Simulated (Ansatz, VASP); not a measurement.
# HfO2 in VASP and in Ansatz

Contents of POSCAR:

```
HfO2
1.0
    0.0000000000      2.5575000000      2.5575000000
    2.5575000000      0.0000000000      2.5575000000
    2.5575000000      2.5575000000      0.0000000000
Hf O
1 2
Direct
    0.0000000000      0.0000000000      0.0000000000
    0.2500000000      0.2500000000      0.2500000000
    0.7500000000      0.7500000000      0.7500000000
```

INCAR.step1

```
SYSTEM = HfO2
PREC = Accurate
ENCUT = 660
ISMEAR = 0
SIGMA = 0.01
LREAL = .False.
LASPH = .True.
NELM = 120
NBANDS = 18
GGA = PE
ALGO = Normal
EDIFF = 1E-5
LWAVE = .True.
LCHARG = .False.
GGA_COMPAT = .False.
```

The input INCAR.step2:

```
SYSTEM = HfO2
PREC = Accurate
ENCUT = 660
EDIFF = 1E-6
ISMEAR = 0
SIGMA = 0.01
LREAL = .False.
LASPH = .True.
NELM = 120
ALGO = Normal
ISIF = 2
LWAVE = .False.
LCHARG = .False.
METAGGA = R2SCAN
LMIXTAU = .True.
NBANDS = 18
ISTART = 1
GGA_COMPAT = .False.
```

The input KPOINTS:

```
Automatic mesh
0
Gamma
  6 6 6
  0 0 0
```

Input for Ansatz:

```yaml
crystal:
  lattice:
    bravais: fcc
    a: 5.115
  space_group: 225
  atoms:
    - { symbol: Hf, position: [0.0, 0.0, 0.0] }
    - { symbol: O, position: [0.25, 0.75, 0.75] }
  reduce_to_primitive: true
basis:
  ecutwfc: 510.0
kpoints:
  mp_grid:
    grid: [6, 6, 6]
    shift: [0.0, 0.0, 0.0]
hamiltonian:
  xc: r2scan
  pseudopotentials:
    kind: paw
scf:
  occupations:
    method: fixed
output:
  eigenvalues: true
```

Alike in both runs: task single point; functional r2SCAN; k mesh 6 × 6 × 6; no spin polarisation.

|  | VASP | Ansatz |
| --- | --- | --- |
| version | VASP 6.6.1 | Ansatz 0.2.0 |
| potentials or method | VASP PAW PBE potentials, release 64 (Hf_pv, O), cutoff 660 eV | plane waves, PAW |
| occupations | gaussian, width 0.01 eV | fixed |
| valence electrons in the cell | 22 | 38 |

|  | VASP | Ansatz | Ansatz less VASP |
| --- | --- | --- | --- |
| gap on the k mesh at the Fermi level (eV) | 4.22 | 4.21 | -0.006 |

VASP's potentials were made for PBE, not for r2SCAN. VASP's potentials hold 22 valence electrons a cell and Ansatz's 38, so a difference there can come from the potentials and not from the codes.

Neither program's run includes spin-orbit coupling.
